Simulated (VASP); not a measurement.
Write the native input for VASP 6.6.1 that does the following.

| Property | Result |
| --- | --- |
| Task | single point |
| Functional | LDA |
| Potentials or basis | VASP PAW LDA potentials, release 64 (Nb_sv) |
| Cutoff | 520 eV |
| k mesh | 22 × 22 × 22 |
| Occupations | fermi-dirac, width 0.1 eV |
| Spin | no spin polarisation |
| Dipole correction | no |
| Further INCAR settings | ALGO = Normal; EDIFF = 1e-06; NBANDS = 12 |

The structure of Nb lies in POSCAR:

```
Nb
1.0
   -1.6444694775      1.6444694775      1.6444694775
    1.6444694775     -1.6444694775      1.6444694775
    1.6444694775      1.6444694775     -1.6444694775
Nb
1
Direct
    0.0000000000      0.0000000000      0.0000000000
```

This cell differs from its parent crystal: volume scaled by 1.04.

These files were run (other wordings do the same):

INCAR

```
SYSTEM = Nb
ALGO = Normal ; EDIFF = 1E-6
ENCUT = 520 ; ISIF = 2
ISMEAR = -1 ; LASPH = .TRUE.
LCHARG = .FALSE. ; LREAL = .FALSE.
LWAVE = .FALSE. ; NBANDS = 12
NELM = 60 ; PREC = Accurate
SIGMA = 0.1
```

KPOINTS

```
k-points
0
G
  22 22 22
  0 0 0
```

Potentials or basis: VASP PAW LDA potentials, release 64 (Nb_sv).

The run is started by

```sh
$ cat potpaw_LDA.64/Nb_sv/POTCAR > POTCAR
$ mpirun -np 1 vasp_std > vasp.out
```

Results of the run:

```json
{
  "Pressure": "-6.7 GPa"
}
```

Wall time 20 s on 1 thread of Intel(R) Xeon(R) 6975P-C (Granite Rapids), on a shared host, peak memory 0.18 GiB.
